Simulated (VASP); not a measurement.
# RbIr (Pm-3m) in VASP: a series of runs

Runs on RbIr. Level: PBE. Tasks: single point, relaxation of cell and atoms.

Everything below comes from runs of VASP 6.6.1. Logs are shortened: lines on timing, memory, paths and dates and some standing lists are left out, and cuts for length are marked.

## 1. The cell of the first run

The structure is cubic, space group Pm-3m (No. 221). The conventional cell has a = 3.824 Å, b = 3.824 Å, c = 3.824 Å, α = 90.00°, β = 90.00°, γ = 90.00°. Within 4.4 Å of Rb (site symmetry m-3m) lie 8 Ir at 3.31 Å and 6 Rb at 3.82 Å. Ir (site symmetry m-3m) has 8 Rb at 3.31 Å and 6 Ir at 3.82 Å within 4.4 Å.

## 2. Single point, PBE

The input, INCAR:

```
PREC = Accurate
ENCUT = 500
EDIFF = 1E-6
ISMEAR = 0
SIGMA = 0.1
LREAL = F
LASPH = T
NELM = 120
ALGO = Normal
ISIF = 2
LWAVE = F
LCHARG = F
GGA = PE
NBANDS = 16
GGA_COMPAT = F
```

The input, KPOINTS:

```
Automatic mesh
0
Gamma
  6 6 6
```

The input, POSCAR:

```
RbIr
1.0
    3.8239699690      0.0000000000      0.0000000000
    0.0000000000      3.8239699690      0.0000000000
    0.0000000000      0.0000000000      3.8239699690
Rb Ir
1 1
Direct
    0.0000000000      0.0000000000      0.0000000000
    0.5000000000      0.5000000000      0.5000000000
```

Potentials or basis: VASP PAW PBE potentials, release 64 (Rb_sv, Ir).

Run with:

```
$ cat potpaw_PBE.64/Rb_sv/POTCAR potpaw_PBE.64/Ir/POTCAR > POTCAR
$ mpirun -np 1 vasp_std > vasp.out
```

OUTCAR:

```text
PREC = Accurate
   ENCUT = 500
   EDIFF = 1E-6
   ISMEAR = 0
   LREAL = F
   LASPH = T
   NELM = 120
   ISIF = 2
   GGA = PE

 ion  position               nearest neighbor table
   1  0.000  0.000  0.000-   2 3.31   2 3.31   2 3.31   2 3.31   2 3.31   2 3.31   2 3.31   2 3.31

   2  0.500  0.500  0.500-   1 3.31   1 3.31   1 3.31   1 3.31   1 3.31   1 3.31   1 3.31   1 3.31

  LATTYP: Found a simple cubic cell.
 ALAT       =     3.8239699690

  Lattice vectors:

 A1 = (   3.8239699690,   0.0000000000,   0.0000000000)
 A2 = (   0.0000000000,   3.8239699690,   0.0000000000)
 A3 = (   0.0000000000,   0.0000000000,   3.8239699690)

Analysis of symmetry for initial positions (statically):
=====================================================================
 Subroutine PRICEL returns:
 Original cell was already a primitive cell.

 Routine SETGRP: Setting up the symmetry group for a
 simple cubic supercell.

 Subroutine GETGRP returns: Found 48 space group operations
 (whereof 48 operations were pure point group operations)
 out of a pool of 48 trial point group operations.

The static configuration has the point symmetry O_h .

Analysis of symmetry for dynamics (positions and initial velocities):
=====================================================================
 Subroutine PRICEL returns:
 Original cell was already a primitive cell.

 Routine SETGRP: Setting up the symmetry group for a
 simple cubic supercell.

 Subroutine GETGRP returns: Found 48 space group operations
 (whereof 48 operations were pure point group operations)
 out of a pool of 48 trial point group operations.

The dynamic configuration has the point symmetry O_h .

 Subroutine INISYM returns: Found 48 space group operations
 (whereof 48 operations are pure point group operations),
 and found     1 'primitive' translations

----------------------------------------------------------------------------------------

                                     Primitive cell

  volume of cell :      55.9169

  direct lattice vectors                    reciprocal lattice vectors
     3.823969969  0.000000000  0.000000000     0.261508330  0.000000000  0.000000000
     0.000000000  3.823969969  0.000000000     0.000000000  0.261508330  0.000000000
     0.000000000  0.000000000  3.823969969     0.000000000  0.000000000  0.261508330

  length of vectors
     3.823969969  3.823969969  3.823969969     0.261508330  0.261508330  0.261508330

  position of ions in fractional coordinates (direct lattice)
     0.000000000  0.000000000  0.000000000
     0.500000000  0.500000000  0.500000000

  ion indices of the primitive-cell ions
   primitive index   ion index
                 1           1
                 2           2

----------------------------------------------------------------------------------------

 KPOINTS: Automatic mesh

Automatic generation of k-mesh.
 Grid dimensions read from file:
 generate k-points for:    6    6    6

 Generating k-lattice:

  Cartesian coordinates                     Fractional coordinates (reciprocal lattice)
     0.043584722  0.000000000  0.000000000     0.166666667  0.000000000  0.000000000
     0.000000000  0.043584722  0.000000000     0.000000000  0.166666667  0.000000000
     0.000000000  0.000000000  0.043584722     0.000000000  0.000000000  0.166666667

  Length of vectors
     0.043584722  0.043584722  0.043584722

  Shift w.r.t. Gamma in fractional coordinates (k-lattice)
     0.000000000  0.000000000  0.000000000

 Subroutine IBZKPT returns following result:
 ===========================================

 Found     20 irreducible k-points:

 Following reciprocal coordinates:
            Coordinates               Weight
  0.000000  0.000000  0.000000      1.000000
  0.166667  0.000000  0.000000      6.000000
  0.333333  0.000000  0.000000      6.000000
  0.500000  0.000000  0.000000      3.000000
  0.166667  0.166667  0.000000     12.000000
  0.333333  0.166667  0.000000     24.000000
[... 12 lines left out ...]
  0.500000  0.500000  0.333333      6.000000
  0.500000  0.500000  0.500000      1.000000
   k-points           NKPTS =     20   k-points in BZ     NKDIM =     20   number of bands    NBANDS=     16
   number of dos      NEDOS =    301   number of ions     NIONS =      2
   total plane-waves  NPLWV =  21952
   dimension x,y,z NGX =    28 NGY =   28 NGZ =   28
   dimension x,y,z NGXF=    56 NGYF=   56 NGZF=   56
   ions per type =               1   1
   NGX,Y,Z   is equivalent  to a cutoff of  12.17, 12.17, 12.17 a.u.
   NGXF,Y,Z  is equivalent  to a cutoff of  24.35, 24.35, 24.35 a.u.
 SYSTEM =  unknown system
   PREC   = accura    normal or accurate (medium, high low for compatibility)
   ISTART =      0    job   : 0-new  1-cont  2-samecut
   ICHARG =      2    charge: 1-file 2-atom 10-const
   ISPIN  =      1    spin polarized calculation?
   LNONCOLLINEAR =      F non collinear calculations
   LSORBIT =      F    spin-orbit coupling
   LASPH  =      T    aspherical Exc in radial PAW
   ENCUT  =  500.0 eV  36.75 Ry    6.06 a.u.   6.97  6.97  6.97*2*pi/ulx,y,z
   NELM   =    120;   NELMIN=  2; NELMDL= -5     # of ELM steps
   EDIFF  = 0.1E-05   stopping-criterion for ELM
   LREAL  =      F    real-space projection
   EDIFFG = 0.1E-04   stopping-criterion for IOM
   NSW    =      0    number of steps for IOM
   IBRION =     -1    ionic relax: 0-MD 1-quasi-New 2-CG
   NFREE  =      0    steps in history (QN), initial steepest desc. (CG)
   ISIF   =      2    stress and relaxation
   ISYM   =      2    0-nonsym 1-usesym 2-fastsym
   POTIM  = 0.5000    time-step for ionic-motion
   TEBEG  =    0.0;   TEEND  =   0.0 temperature during run
   PSTRESS=    0.0 pullay stress
   NELECT =      18.0000    total number of electrons
   NUPDOWN=      -1.0000    fix difference up-down
   EMIN   =  10.00;   EMAX   =-10.00  energy-range for DOS
   EFERMI =   0.00;   METHOD = LEGACY
   ISMEAR =     0;   SIGMA  =   0.10  broadening in eV -4-tet -1-fermi 0-gaus
   EFERMI_NEDOS =   21; number of points for ismear=-14 and -15
   IALGO  =     38    algorithm
   IMIX   =      4    mixing-type and parameters
     AMIX     =   0.40;   BMIX     =  1.00
     AMIX_MAG =   1.60;   BMIX_MAG =  1.00
  volume/ion in A,a.u.               =      27.96       188.67
  Fermi-wavevector in a.u.,A,eV,Ry     =   1.121978  2.120232 17.127500  1.258836
  Thomas-Fermi vector in A             =   2.258636
   LORBIT       =      0    0 simple, 1 ext, 2 COOP (PROOUT), +10 PAW based schemes
   GGA     = PE    functional components
   LHFCALC =     F    Hartree Fock is set to
   AEXX    =    0.0000 exact exchange contribution
   IVDW    =     0    specifies the selected vdW correction
   LEPSILON=     F    determine dielectric tensor
   LRPA    =     F    only Hartree local field effects (RPA)
 non-spin polarized calculation
 Gauss-broadening in eV      SIGMA  =   0.10
  energy-cutoff  :      500.00
  volume of cell :       55.92
 maximum number of plane-waves:      1452
 NGX is ok and might be reduce to    28
   NGX = 13   NGY = 13   NGZ = 13

 number of electron      17.9999998 magnetization

 Free energy of the ion-electron system (eV)
  ---------------------------------------------------
  ext. energy  EPLUGINS =         0.00000000
  ---------------------------------------------------
  free energy    TOTEN  =        -5.82649449 eV

  energy without entropy =       -5.77533301  energy(sigma->0) =       -5.80091375

 E-fermi :   1.6828     XC(G=0):  -9.6312

 val. band max:        1.6781881630   @ k =   0.1667   0.0000   0.0000
 cond. band min:       1.7074173482   @ k =   0.5000   0.3333   0.1667
 fundamental gap:      0.0292291852
 Fermi energy:         1.6827951720

 k-point     1 :       0.0000    0.0000    0.0000
  band No.  band energies     occupation
      1     -23.9493      2.00000
      2      -7.8674      2.00000
      3      -7.8674      2.00000
      4      -7.8674      2.00000
      5      -1.6089      2.00000
      6       0.3203      2.00000
[... 8 lines left out ...]
     15      10.3222      0.00000
     16      12.7690      0.00000

 k-point     2 :       0.1667    0.0000    0.0000
  band No.  band energies     occupation
      1     -23.9354      2.00000
      2      -8.1127      2.00000
      3      -7.8577      2.00000
      4      -7.8577      2.00000
      5      -1.1221      2.00000
      6       0.3927      2.00000
[... 8 lines left out ...]
     15      10.0552      0.00000
     16      12.6060      0.00000

 k-point     3 :       0.3333    0.0000    0.0000
  band No.  band energies     occupation
      1     -23.9072      2.00000
      2      -8.5450      2.00000
      3      -7.8382      2.00000
      4      -7.8382      2.00000
      5       0.0086      2.00000
      6       0.5472      2.00000
[... 8 lines left out ...]
     15      11.5014      0.00000
     16      12.2947      0.00000

 k-point     4 :       0.5000    0.0000    0.0000
  band No.  band energies     occupation
      1     -23.8930      2.00000
      2      -8.7394      2.00000
      3      -7.8285      2.00000
      4      -7.8285      2.00000
      5       0.6100      2.00000
      6       0.6300      2.00000
[... 8 lines left out ...]
     15      12.1454      0.00000
     16      13.5515      0.00000

 k-point     5 :       0.1667    0.1667    0.0000
  band No.  band energies     occupation
      1     -23.9220      2.00000
      2      -8.1352      2.00000
      3      -8.0333      2.00000
      4      -7.8439      2.00000
      5      -0.7291      2.00000
      6       0.5236      2.00000
[... 8 lines left out ...]
     15      10.9607      0.00000
     16      12.1507      0.00000

 k-point     6 :       0.3333    0.1667    0.0000
  band No.  band energies     occupation
      1     -23.8950      2.00000
      2      -8.4954      2.00000
      3      -8.0239      2.00000
      4      -7.8161      2.00000
      5       0.0953      2.00000
      6       0.7122      2.00000
[... 8 lines left out ...]
     15      11.8704      0.00000
     16      11.9399      0.00000

 k-point     7 :       0.5000    0.1667    0.0000
  band No.  band energies     occupation
      1     -23.8814      2.00000
      2      -8.6757      2.00000
      3      -8.0012      2.00000
      4      -7.8021      2.00000
      5       0.4346      2.00000
      6       0.9338      2.00000
[... 8 lines left out ...]
     15      11.8961      0.00000
     16      13.5619      0.00000

 k-point     8 :       0.3333    0.3333    0.0000
  band No.  band energies     occupation
      1     -23.8704      2.00000
      2      -8.4244      2.00000
      3      -8.3354      2.00000
      4      -7.7710      2.00000
      5       0.0848      2.00000
      6       0.8541      2.00000
[... 8 lines left out ...]
     15      11.5550      0.00000
     16      12.2397      0.00000

 k-point     9 :       0.5000    0.3333    0.0000
  band No.  band energies     occupation
      1     -23.8580      2.00000
      2      -8.5433      2.00000
      3      -8.3233      2.00000
      4      -7.7482      2.00000
      5       0.0514      2.00000
      6       0.7635      2.00000
[... 8 lines left out ...]
     15      11.5299      0.00000
     16      12.9900      0.00000
[... 96 lines left out ...]
 k-point    15 :       0.5000    0.3333    0.1667
  band No.  band energies     occupation
      1     -23.8460      2.00000
      2      -8.5162      2.00000
      3      -8.3073      2.00000
      4      -7.9330      2.00000
      5       0.4125      2.00000
      6       0.8757      2.00000
[... 8 lines left out ...]
     15      11.0805      0.00000
     16      12.0965      0.00000

 k-point    16 :       0.5000    0.5000    0.1667
  band No.  band energies     occupation
      1     -23.8341      2.00000
      2      -8.4609      2.00000
      3      -8.4609      2.00000
      4      -7.9099      2.00000
      5       0.2656      2.00000
      6       0.8258      2.00000
[... 8 lines left out ...]
     15      11.7869      0.00000
     16      11.7869      0.00000

 k-point    17 :       0.3333    0.3333    0.3333
  band No.  band energies     occupation
      1     -23.8340      2.00000
      2      -8.3166      2.00000
      3      -8.2939      2.00000
      4      -8.2939      2.00000
      5       0.9997      2.00000
      6       1.3198      2.00000
[... 8 lines left out ...]
     15      10.5573      0.00000
     16      11.4799      0.00000

 k-point    18 :       0.5000    0.3333    0.3333
  band No.  band energies     occupation
      1     -23.8218      2.00000
      2      -8.4615      2.00000
      3      -8.2800      2.00000
      4      -8.2696      2.00000
      5       1.0504      2.00000
      6       1.1177      2.00000
[... 8 lines left out ...]
     15      11.0012      0.00000
     16      12.2251      0.00000

 k-point    19 :       0.5000    0.5000    0.3333
  band No.  band energies     occupation
      1     -23.8096      2.00000
      2      -8.4339      2.00000
      3      -8.4339      2.00000
      4      -8.2585      2.00000
      5       1.2076      2.00000
      6       1.3033      2.00000
[... 8 lines left out ...]
     15      12.5505      0.00000
     16      12.5505      0.00000

 k-point    20 :       0.5000    0.5000    0.5000
  band No.  band energies     occupation
      1     -23.7973      2.00000
      2      -8.4204      2.00000
      3      -8.4204      2.00000
      4      -8.4204      2.00000
      5       1.3758      1.99999
      6       1.3758      1.99999
[... 8 lines left out ...]
     15      12.9676      0.00000
     16      12.9676      0.00000

------------------------ aborting loop because EDIFF is reached ----------------------------------------

  FORCE on cell =-STRESS in cart. coord.  units (eV):
  Direction    XX          YY          ZZ          XY          YZ          ZX
  --------------------------------------------------------------------------------------
  -------------------------------------------------------------------------------------
  Total       -0.0875218     -0.0875218     -0.0875218      0.0000000      0.0000000     -0.0000000
  in kB       -2.5077459     -2.5077459     -2.5077459      0.0000000      0.0000000     -0.0000000
  external PRESSURE =      -2.5077459 kB  Pullay stress =       0.0000000 kB

 VOLUME and BASIS-vectors are now :
 -----------------------------------------------------------------------------
  energy-cutoff  :      500.00
  volume of cell :       55.92
      direct lattice vectors                 reciprocal lattice vectors
     3.823969969  0.000000000  0.000000000     0.261508330  0.000000000  0.000000000
     0.000000000  3.823969969  0.000000000     0.000000000  0.261508330  0.000000000
     0.000000000  0.000000000  3.823969969     0.000000000  0.000000000  0.261508330

 POSITION                                       TOTAL-FORCE (eV/Angst)
 -----------------------------------------------------------------------------------
      0.00000      0.00000      0.00000         0.000000      0.000000      0.000000
      1.91198      1.91198      1.91198         0.000000      0.000000      0.000000
 -----------------------------------------------------------------------------------
    total drift:                                0.000000      0.000000      0.000000

  FREE ENERGIE OF THE ION-ELECTRON SYSTEM (eV)
  ---------------------------------------------------
  free  energy   TOTEN  =        -5.8264944889 eV

  energy  without entropy=       -5.7753330129  energy(sigma->0) =       -5.80091375
```

It took 7.8 s on 1 thread of Intel Xeon Platinum 8488C (Sapphire Rapids), shared host; peak memory 0.16 GiB.

Results:

- Free energy: -5.8265 eV
- Pressure: -0.3 GPa
- Band gap on the k mesh: zero (bands 9 and 10 overlap by 0.59 eV)

Caveat: spin-orbit coupling is left out, which moves the levels of the heavy elements.

(Part 1 of 2 ends here.)
